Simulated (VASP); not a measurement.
GaSn:

```
Ga Sn
1.0
     0.00000    2.72933    2.72933
     2.72933    0.00000    2.72933
     2.72933    2.72933    0.00000
Ga Sn
1 1
Direct
  0.50000 0.50000 0.50000
  0.00000 0.00000 0.00000
```

The cell was generated, and may not be a known phase.

* Program: VASP 6.6.1
* Task: relaxation of cell and atoms
* Functional: PBE
* Potentials or basis: VASP PAW PBE potentials, release 64 (Ga_d, Sn_d)
* Cutoff: 600 eV
* k mesh: 6 × 6 × 6
* Occupations: gaussian, width 0.1 eV
* Spin: no spin polarisation

At the start: pressure 14.5 GPa; volume 20.33 Å³/atom.

Where does the relaxation end?

Over 3 steps the energy falls by 157.9 meV/atom and the volume is 24.45 Å³/atom (+20.2 %); space group Fm-3m (No. 225, to 0.1 Å) before and after.

The path:
| step | energy change (eV) | largest force (eV/Å) | pressure (GPa) | volume (Å³) |
| --- | --- | --- | --- | --- |
| 1 | 0.0000 | 0.0000 | 14.50 | 40.66 |
| 2 | -0.2822 | 0.0000 | -2.89 | 52.48 |
| 3 | -0.3157 | 0.0000 | 0.10 | 48.90 |

Final structure:
```cif
data_structure
_symmetry_space_group_name_H-M 'P 1'
_symmetry_Int_Tables_number 1
_cell_length_a 4.1045
_cell_length_b 4.1045
_cell_length_c 4.1045
_cell_angle_alpha 60.000
_cell_angle_beta 60.000
_cell_angle_gamma 60.000
_cell_volume 48.90
loop_
_atom_site_label
_atom_site_type_symbol
_atom_site_fract_x
_atom_site_fract_y
_atom_site_fract_z
_atom_site_occupancy
Ga1 Ga 0.50000 0.50000 0.50000 1
Sn1 Sn 0.00000 0.00000 0.00000 1
```

Caveat: the volume moved by over 15 % at a fixed basis, so the end points are rough.
